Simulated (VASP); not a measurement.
# TaN (P-6m2) in VASP: a series of runs

Aim: see how the results for TaN move with the level of theory and the settings. Levels: PBE, LDA. Tasks: single point.

Program: VASP 6.6.1. These are calculated values, not measurements. Logs are shortened: lines on timing, memory, paths and dates and some standing lists are left out, and cuts for length are marked.

**1. The cell of the first run**

It takes space group P-6m2 (No. 187, hexagonal). The conventional cell has a = 2.938 Å, b = 2.938 Å, c = 2.883 Å, α = 90.00°, β = 90.00°, γ = 120.00°. Ta (site symmetry -6m2) has 6 N at 2.23 Å and 2 Ta at 2.88 Å within 2.9 Å. N (site symmetry -6m2) has 6 Ta at 2.23 Å and 2 N at 2.88 Å within 2.9 Å.

**2. Single point, PBE**

Input file INCAR:

```
SYSTEM = TaN
ALGO = Normal
EDIFF = 1E-6
ENCUT = 520
GGA = PE
ISIF = 2
ISMEAR = -1
LASPH = .True.
LCHARG = .False.
LREAL = .False.
LWAVE = .False.
NBANDS = 15
NELM = 100
PREC = Accurate
SIGMA = 0.05
```

Input file KPOINTS:

```
k-points
0
Gamma
  10 10 9
  0 0 0
```

Input file POSCAR:

```
TaN
1.0
    2.9380000000      0.0000000000      0.0000000000
   -1.4690000000      2.5443826363      0.0000000000
    0.0000000000      0.0000000000      2.8830000000
Ta N
1 1
Direct
    0.0000000000      0.0000000000      0.5000000000
    0.6666666667      0.3333333333      0.0000000000
```

Potentials or basis: VASP PAW PBE potentials, release 64 (Ta_pv, N).

Run with:

```bash
> cat potpaw_PBE.64/Ta_pv/POTCAR potpaw_PBE.64/N/POTCAR > POTCAR
> mpirun -np 1 vasp_std > vasp.out
```

OUTCAR:

```text
SYSTEM = TaN
   EDIFF = 1E-6
   ENCUT = 520
   GGA = PE
   ISIF = 2
   ISMEAR = -1
   LASPH = .True.
   LREAL = .False.
   NELM = 100
   PREC = Accurate

 ion  position               nearest neighbor table
   1  0.000  0.000  0.500-   2 2.23   2 2.23   2 2.23   2 2.23   2 2.23   2 2.23
   2  0.667  0.333  0.000-   1 2.23   1 2.23   1 2.23   1 2.23   1 2.23   1 2.23

  LATTYP: Found a hexagonal cell.
 ALAT       =     2.9380000000
 C/A-ratio  =     0.9812797822

  Lattice vectors:

 A1 = (   2.9380000000,   0.0000000000,   0.0000000000)
 A2 = (  -1.4690000000,   2.5443826363,   0.0000000000)
 A3 = (   0.0000000000,   0.0000000000,   2.8830000000)

Analysis of symmetry for initial positions (statically):
=====================================================================
 Subroutine PRICEL returns:
 Original cell was already a primitive cell.

 Routine SETGRP: Setting up the symmetry group for a
 hexagonal supercell.

 Subroutine GETGRP returns: Found 12 space group operations
 (whereof 12 operations were pure point group operations)
 out of a pool of 24 trial point group operations.

The static configuration has the point symmetry D_3h.

Analysis of symmetry for dynamics (positions and initial velocities):
=====================================================================
 Subroutine PRICEL returns:
 Original cell was already a primitive cell.

 Routine SETGRP: Setting up the symmetry group for a
 hexagonal supercell.

 Subroutine GETGRP returns: Found 12 space group operations
 (whereof 12 operations were pure point group operations)
 out of a pool of 24 trial point group operations.

The dynamic configuration has the point symmetry D_3h.

 Subroutine INISYM returns: Found 12 space group operations
 (whereof 12 operations are pure point group operations),
 and found     1 'primitive' translations

----------------------------------------------------------------------------------------

                                     Primitive cell

  volume of cell :      21.5516

  direct lattice vectors                    reciprocal lattice vectors
     2.938000000  0.000000000  0.000000000     0.340367597  0.196511324  0.000000000
    -1.469000000  2.544382636  0.000000000     0.000000000  0.393022648  0.000000000
     0.000000000  0.000000000  2.883000000     0.000000000  0.000000000  0.346860909

  length of vectors
     2.938000000  2.938000000  2.883000000     0.393022648  0.393022648  0.346860909

  position of ions in fractional coordinates (direct lattice)
     0.000000000  0.000000000  0.500000000
     0.666666667  0.333333333  0.000000000

  ion indices of the primitive-cell ions
   primitive index   ion index
                 1           1
                 2           2

----------------------------------------------------------------------------------------

 KPOINTS: k-points

Automatic generation of k-mesh.
 Grid dimensions read from file:
 generate k-points for:   10   10    9

 Generating k-lattice:

  Cartesian coordinates                     Fractional coordinates (reciprocal lattice)
     0.034036760  0.019651132  0.000000000     0.100000000  0.000000000  0.000000000
     0.000000000  0.039302265  0.000000000     0.000000000  0.100000000  0.000000000
     0.000000000  0.000000000  0.038540101     0.000000000  0.000000000  0.111111111

  Length of vectors
     0.039302265  0.039302265  0.038540101

  Shift w.r.t. Gamma in fractional coordinates (k-lattice)
     0.000000000  0.000000000  0.000000000

 Subroutine IBZKPT returns following result:
 ===========================================

 Found     70 irreducible k-points:

 Following reciprocal coordinates:
            Coordinates               Weight
  0.000000  0.000000  0.000000      1.000000
  0.100000 -0.000000  0.000000      6.000000
  0.200000 -0.000000  0.000000      6.000000
  0.300000  0.000000  0.000000      6.000000
  0.400000 -0.000000  0.000000      6.000000
  0.500000  0.000000  0.000000      3.000000
[... 16 lines left out ...]
  0.300000  0.100000  0.111111     24.000000
  0.400000  0.100000  0.111111     24.000000
 [... further k-points ...]
   k-points           NKPTS =     70   k-points in BZ     NKDIM =     70   number of bands    NBANDS=     15
   number of dos      NEDOS =    301   number of ions     NIONS =      2
   total plane-waves  NPLWV =  13824
   dimension x,y,z NGX =    24 NGY =   24 NGZ =   24
   dimension x,y,z NGXF=    48 NGYF=   48 NGZF=   48
   ions per type =               1   1
   NGX,Y,Z   is equivalent  to a cutoff of  13.58, 13.58, 13.84 a.u.
   NGXF,Y,Z  is equivalent  to a cutoff of  27.16, 27.16, 27.68 a.u.
 SYSTEM =  TaN
   PREC   = accura    normal or accurate (medium, high low for compatibility)
   ISTART =      0    job   : 0-new  1-cont  2-samecut
   ICHARG =      2    charge: 1-file 2-atom 10-const
   ISPIN  =      1    spin polarized calculation?
   LNONCOLLINEAR =      F non collinear calculations
   LSORBIT =      F    spin-orbit coupling
   LASPH  =      T    aspherical Exc in radial PAW
   ENCUT  =  520.0 eV  38.22 Ry    6.18 a.u.   5.46  5.46  5.36*2*pi/ulx,y,z
   NELM   =    100;   NELMIN=  2; NELMDL= -5     # of ELM steps
   EDIFF  = 0.1E-05   stopping-criterion for ELM
   LREAL  =      F    real-space projection
   EDIFFG = 0.1E-04   stopping-criterion for IOM
   NSW    =      0    number of steps for IOM
   IBRION =     -1    ionic relax: 0-MD 1-quasi-New 2-CG
   NFREE  =      0    steps in history (QN), initial steepest desc. (CG)
   ISIF   =      2    stress and relaxation
   ISYM   =      2    0-nonsym 1-usesym 2-fastsym
   POTIM  = 0.5000    time-step for ionic-motion
   TEBEG  =    0.0;   TEEND  =   0.0 temperature during run
   PSTRESS=    0.0 pullay stress
   NELECT =      16.0000    total number of electrons
   NUPDOWN=      -1.0000    fix difference up-down
   EMIN   =  10.00;   EMAX   =-10.00  energy-range for DOS
   EFERMI =   0.00;   METHOD = LEGACY
   ISMEAR =    -1;   SIGMA  =   0.05  broadening in eV -4-tet -1-fermi 0-gaus
   EFERMI_NEDOS =   21; number of points for ismear=-14 and -15
   IALGO  =     38    algorithm
   IMIX   =      4    mixing-type and parameters
     AMIX     =   0.40;   BMIX     =  1.00
     AMIX_MAG =   1.60;   BMIX_MAG =  1.00
  volume/ion in A,a.u.               =      10.78        72.72
  Fermi-wavevector in a.u.,A,eV,Ry     =   1.482365  2.801264 29.897531  2.197407
  Thomas-Fermi vector in A             =   2.596160
   LORBIT       =      0    0 simple, 1 ext, 2 COOP (PROOUT), +10 PAW based schemes
   GGA     = PE    functional components
   LHFCALC =     F    Hartree Fock is set to
   AEXX    =    0.0000 exact exchange contribution
   IVDW    =     0    specifies the selected vdW correction
   LEPSILON=     F    determine dielectric tensor
   LRPA    =     F    only Hartree local field effects (RPA)
 non-spin polarized calculation
  energy-cutoff  :      520.00
  volume of cell :       21.55
 maximum number of plane-waves:       599
 NGX is ok and might be reduce to    24
   NGX = 11   NGY = 11   NGZ = 11

 number of electron      16.0000001 magnetization

 Free energy of the ion-electron system (eV)
  ---------------------------------------------------
  ext. energy  EPLUGINS =         0.00000000
  ---------------------------------------------------
  free energy    TOTEN  =       -22.44099100 eV

  energy without entropy =      -22.44067895  energy(sigma->0) =      -22.44083498

 E-fermi :   8.3173     XC(G=0): -13.3458

 val. band max:        8.1920182577   @ k =   0.0000   0.0000   0.4444
 cond. band min:       8.4851966749   @ k =   0.0000   0.0000   0.3333
 fundamental gap:      0.2931784172
 Fermi energy:         8.3172909849

 k-point     1 :       0.0000    0.0000    0.0000
  band No.  band energies     occupation
      1     -26.5942      2.00000
      2     -26.3304      2.00000
      3     -26.3304      2.00000
      4      -9.5269      2.00000
      5       3.6901      2.00000
      6       3.6901      2.00000
      7       4.0461      2.00000
      8       5.3268      2.00000
      9      10.4655      0.00000
     10      11.8392      0.00000
     11      11.8392      0.00000
     12      12.2585      0.00000
     13      12.2585      0.00000
     14      21.3554      0.00000
     15      21.6677      0.00000

 k-point     2 :       0.1000   -0.0000    0.0000
  band No.  band energies     occupation
      1     -26.5807      2.00000
      2     -26.4367      2.00000
      3     -26.3530      2.00000
      4      -9.3224      2.00000
      5       3.1021      2.00000
      6       3.8444      2.00000
      7       4.3254      2.00000
      8       5.0385      2.00000
      9      11.1501      0.00000
     10      11.4631      0.00000
     11      11.8752      0.00000
     12      12.1537      0.00000
     13      12.5231      0.00000
     14      21.3355      0.00000
     15      21.6561      0.00000

 k-point     3 :       0.2000   -0.0000    0.0000
  band No.  band energies     occupation
      1     -26.7063      2.00000
      2     -26.5453      2.00000
      3     -26.4120      2.00000
      4      -8.7793      2.00000
      5       1.9780      2.00000
      6       4.2321      2.00000
      7       4.3851      2.00000
      8       4.9027      2.00000
      9      10.5999      0.00000
     10      11.8912      0.00000
     11      12.0641      0.00000
     12      12.7679      0.00000
     13      13.0363      0.00000
     14      21.3488      0.00000
     15      21.6456      0.00000
[... 343 lines left out ...]
 k-point    23 :       0.3000    0.1000    0.1111
  band No.  band energies     occupation
      1     -27.1352      2.00000
      2     -26.5781      2.00000
      3     -26.5581      2.00000
      4      -7.6110      2.00000
      5       0.6765      2.00000
      6       3.0062      2.00000
      7       4.2388      2.00000
      8       5.9954      2.00000
      9      10.1676      0.00000
     10      11.5800      0.00000
     11      12.8124      0.00000
     12      13.8442      0.00000
     13      15.9907      0.00000
     14      21.3369      0.00000
     15      21.6449      0.00000

 k-point    24 :       0.4000    0.1000    0.1111
  band No.  band energies     occupation
      1     -27.2895      2.00000
      2     -26.6096      2.00000
      3     -26.5502      2.00000
      4      -7.2388      2.00000
      5       0.2164      2.00000
      6       2.8679      2.00000
      7       4.0861      2.00000
      8       5.9865      2.00000
      9      10.8399      0.00000
     10      11.8595      0.00000
     11      12.7924      0.00000
     12      14.0589      0.00000
     13      17.2407      0.00000
     14      20.1083      0.00000
     15      21.6248      0.00000

 [... further k-points ...]
[... 5 lines left out ...]
  --------------------------------------------------------------------------------------
  -------------------------------------------------------------------------------------
  Total        0.6704335      0.6704335      0.8356125      0.0000000      0.0000000      0.0000000
  in kB       49.8410788     49.8410788     62.1207465      0.0000000      0.0000000      0.0000000
  external PRESSURE =      53.9343013 kB  Pullay stress =       0.0000000 kB

 VOLUME and BASIS-vectors are now :
 -----------------------------------------------------------------------------
  energy-cutoff  :      520.00
  volume of cell :       21.55
      direct lattice vectors                 reciprocal lattice vectors
     2.938000000  0.000000000  0.000000000     0.340367597  0.196511324  0.000000000
    -1.469000000  2.544382636  0.000000000     0.000000000  0.393022648  0.000000000
     0.000000000  0.000000000  2.883000000     0.000000000  0.000000000  0.346860909

 POSITION                                       TOTAL-FORCE (eV/Angst)
 -----------------------------------------------------------------------------------
      0.00000      0.00000      1.44150         0.000000      0.000000      0.000000
      1.46900      0.84813      0.00000        -0.000000      0.000000      0.000000
 -----------------------------------------------------------------------------------
    total drift:                               -0.000000      0.000000      0.000000

  FREE ENERGIE OF THE ION-ELECTRON SYSTEM (eV)
  ---------------------------------------------------
  free  energy   TOTEN  =       -22.4409909968 eV

  energy  without entropy=      -22.4406789549  energy(sigma->0) =      -22.44083498
```

It took 12 s on 1 thread of Intel Xeon Platinum 8259CL at 2.50GHz (Skylake/Cascade Lake), shared host; peak memory 0.15 GiB.

What came out:

- Free energy: -22.4410 eV
- Pressure: 5.4 GPa
- Band gap on the k mesh: zero (band 8 reaches 8.49 eV, above the bottom of band 9 at 8.19 eV)

Caveat: spin-orbit coupling is left out, which moves the levels of the heavy elements.

**3. Single point, LDA**

Input file INCAR:

```
ALGO = Normal
EDIFF = 1E-6
ENCUT = 520
GGA = CA
ISIF = 2
ISMEAR = -1
LASPH = True
LCHARG = False
LREAL = False
LWAVE = False
NBANDS = 15
NELM = 60
PREC = Accurate
SIGMA = 0.05
```

Input file KPOINTS:

```
k-points
0
Gamma
  10 10 9
```

POSCAR is that of step 2.

Potentials or basis: VASP PAW LDA potentials, release 64 (Ta_pv, N).

Run with:

```bash
> cat potpaw_LDA.64/Ta_pv/POTCAR potpaw_LDA.64/N/POTCAR > POTCAR
> mpirun -np 1 vasp_std > vasp.out
```

OUTCAR:

```text
EDIFF = 1E-6
   ENCUT = 520
   GGA = CA
   ISIF = 2
   ISMEAR = -1
   LASPH = True
   LREAL = False
   NELM = 60
   PREC = Accurate

 ion  position               nearest neighbor table
   1  0.000  0.000  0.500-   2 2.23   2 2.23   2 2.23   2 2.23   2 2.23   2 2.23
   2  0.667  0.333  0.000-   1 2.23   1 2.23   1 2.23   1 2.23   1 2.23   1 2.23

  LATTYP: Found a hexagonal cell.
 ALAT       =     2.9380000000
 C/A-ratio  =     0.9812797822

  Lattice vectors:

 A1 = (   2.9380000000,   0.0000000000,   0.0000000000)
 A2 = (  -1.4690000000,   2.5443826363,   0.0000000000)
 A3 = (   0.0000000000,   0.0000000000,   2.8830000000)

Analysis of symmetry for initial positions (statically):
=====================================================================
 Subroutine PRICEL returns:
 Original cell was already a primitive cell.

 Routine SETGRP: Setting up the symmetry group for a
 hexagonal supercell.

 Subroutine GETGRP returns: Found 12 space group operations
 (whereof 12 operations were pure point group operations)
 out of a pool of 24 trial point group operations.

The static configuration has the point symmetry D_3h.

Analysis of symmetry for dynamics (positions and initial velocities):
[... 165 lines left out ...]

 k-point     1 :       0.0000    0.0000    0.0000
  band No.  band energies     occupation
      1     -26.5260      2.00000
      2     -26.2592      2.00000
      3     -26.2592      2.00000
      4      -9.4286      2.00000
      5       3.5639      2.00000
      6       3.5639      2.00000
      7       3.9096      2.00000
      8       5.2342      2.00000
      9      10.4746      0.00000
     10      11.6876      0.00000
     11      11.6876      0.00000
     12      12.0369      0.00000
     13      12.0369      0.00000
     14      20.4892      0.00000
[... 401 lines left out ...]
      2     -26.5449      2.00000
      3     -26.4802      2.00000
      4      -7.0785      2.00000
      5       0.1060      2.00000
      6       2.7357      2.00000
      7       3.9807      2.00000
      8       5.8543      2.00000
      9      10.6591      0.00000
     10      11.6978      0.00000
     11      12.6478      0.00000
     12      13.8792      0.00000
     13      17.1566      0.00000
     14      19.9299      0.00000
     15      20.5355      0.00000

 [... further k-points ...]
[... 5 lines left out ...]
  --------------------------------------------------------------------------------------
  -------------------------------------------------------------------------------------
  Total       -1.2546604     -1.2546604     -1.4445607      0.0000000     -0.0000000     -0.0000000
  in kB      -93.2734197    -93.2734197   -107.3909073      0.0000000     -0.0000000     -0.0000000
  external PRESSURE =     -97.9792489 kB  Pullay stress =       0.0000000 kB

 VOLUME and BASIS-vectors are now :
 -----------------------------------------------------------------------------
  energy-cutoff  :      520.00
  volume of cell :       21.55
      direct lattice vectors                 reciprocal lattice vectors
     2.938000000  0.000000000  0.000000000     0.340367597  0.196511324  0.000000000
    -1.469000000  2.544382636  0.000000000     0.000000000  0.393022648  0.000000000
     0.000000000  0.000000000  2.883000000     0.000000000  0.000000000  0.346860909

 POSITION                                       TOTAL-FORCE (eV/Angst)
 -----------------------------------------------------------------------------------
      0.00000      0.00000      1.44150         0.000000      0.000000      0.000000
      1.46900      0.84813      0.00000        -0.000000      0.000000      0.000000
 -----------------------------------------------------------------------------------
    total drift:                               -0.000000      0.000000      0.000000

  FREE ENERGIE OF THE ION-ELECTRON SYSTEM (eV)
  ---------------------------------------------------
  free  energy   TOTEN  =       -24.7011063164 eV

  energy  without entropy=      -24.7007589012  energy(sigma->0) =      -24.70093261
```

OSZICAR:

```text
N       E                     dE             d eps       ncg     rms          rms(c)
DAV:   1     0.897623934933E+02    0.89762E+02   -0.88198E+03  2108   0.112E+03
DAV:   2    -0.243677624078E+02   -0.11413E+03   -0.10793E+03  2492   0.298E+02
DAV:   3    -0.272484433232E+02   -0.28807E+01   -0.28703E+01  2569   0.450E+01
DAV:   4    -0.272591094012E+02   -0.10666E-01   -0.10664E-01  2590   0.305E+00
DAV:   5    -0.272591708560E+02   -0.61455E-04   -0.61441E-04  2548   0.218E-01    0.234E+01
DAV:   6    -0.248422209463E+02    0.24169E+01   -0.42999E+00  2521   0.234E+01    0.991E+00
DAV:   7    -0.247429896196E+02    0.99231E-01   -0.56145E-01  2240   0.555E+00    0.679E+00
DAV:   8    -0.247075762653E+02    0.35413E-01   -0.15632E-01  2429   0.330E+00    0.132E+00
DAV:   9    -0.247013307473E+02    0.62455E-02   -0.13548E-02  2282   0.928E-01    0.183E-01
DAV:  10    -0.247011827902E+02    0.14796E-03   -0.70928E-04  2471   0.313E-01    0.121E-01
DAV:  11    -0.247011055239E+02    0.77266E-04   -0.10944E-04  2282   0.959E-02    0.151E-02
DAV:  12    -0.247011063164E+02   -0.79251E-06   -0.86013E-06  2261   0.238E-02
   1 F= -.24701106E+02 E0= -.24700933E+02  d E =-.347415E-03
```

It took 11 s on 1 thread of Intel Xeon Platinum 8259CL at 2.50GHz (Skylake/Cascade Lake), shared host; peak memory 0.14 GiB.

What came out:

```yaml
Free_energy: -24.7011 eV
Pressure: -9.8 GPa
Band_gap_on_the_k_mesh: zero (band 8 reaches 8.30 eV, above the bottom of band 9 at 8.01 eV)
```

Levels at points of the mesh, in eV from the Fermi level:
| k point | band 5 | band 6 | band 7 | band 8 | band 9 | band 10 | band 11 | band 12 |
| --- | --- | --- | --- | --- | --- | --- | --- | --- |
| (0.00, 0.00, 0.00) | -4.58 | -4.58 | -4.23 | -2.90 | 2.34 | 3.55 | 3.55 | 3.90 |
| (0.50, 0.00, 0.00) | -8.27 | -5.22 | -3.51 | -3.16 | 2.91 | 4.00 | 5.15 | 5.24 |

Caveat: spin-orbit coupling is left out, which moves the levels of the heavy elements.

(Continued in part 2 of 2.)
